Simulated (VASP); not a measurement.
## F: single point with PBEsol

Crystal: F.

```
F
1.0
     2.94846   -1.69458   -0.22741
     2.94846    1.69458   -0.22741
    -2.21702    0.00000    6.78634
F
4
Direct
  0.08485 0.08485 0.10200
  0.91515 0.91515 0.89800
  0.50157 0.50157 0.59372
  0.49843 0.49843 0.40628
```

```
Program             : VASP 6.6.1
Task                : single point
Functional          : PBEsol
Potentials or basis : VASP PAW PBE potentials, release 64 (F)
Cutoff              : 520 eV
k mesh              : 4 × 4 × 2
Occupations         : gaussian, width 0.05 eV
Spin                : no spin polarisation
```

```
Pressure               : 3.8 GPa
Largest force          : 3.776 eV/Å
Band gap on the k mesh : 2.91 eV, indirect (least direct gap 3.03 eV)
```

Forces in eV/Å, atoms in the order of the input:
```
F    0.028  0.000 -0.054
F   -0.028  0.000  0.054
F   -1.119  0.000  3.606
F    1.119  0.000 -3.606
```

Stress tensor (GPa, compression positive):
```
 0.74  0.00 -3.38
 0.00 -0.39  0.00
-3.38  0.00 11.15
```

Levels at points of the mesh, in eV from the valence-band top:
```tsv
k point	band 10	band 11	band 12	band 13	band 14	band 15	band 16	band 17	band 18	band 19
(0.00, 0.00, 0.00)	-3.47	-0.46	-0.25	-0.13	-0.12	2.91	4.50	8.75	11.15	12.63
(0.50, 0.00, 0.00)	-3.60	-0.55	-0.41	-0.34	-0.29	3.17	4.45	12.89	13.15	14.70
(0.50, 0.50, 0.00)	-3.59	-0.53	-0.42	-0.24	0.00	3.11	4.42	13.02	13.50	13.77
(0.00, 0.00, 0.50)	-3.47	-0.32	-0.30	-0.24	-0.13	3.04	4.31	9.61	9.76	15.17
(0.50, 0.00, 0.50)	-3.58	-0.68	-0.49	-0.25	-0.09	3.10	4.47	12.88	13.75	13.86
(0.50, 0.50, 0.50)	-3.62	-0.51	-0.42	-0.27	-0.14	3.17	4.44	12.81	13.03	15.21
```

Wall time 32 s on 1 thread of Intel Xeon 6975P-C, with other jobs on the host, peak memory 0.18 GiB.

Caveat: the k points lie up to 0.55 Å⁻¹ apart; the PAW data sets were made with another functional, which shifts forces and pressure a little. PBEsol gaps usually lie below the measured ones, often by a third to a half.
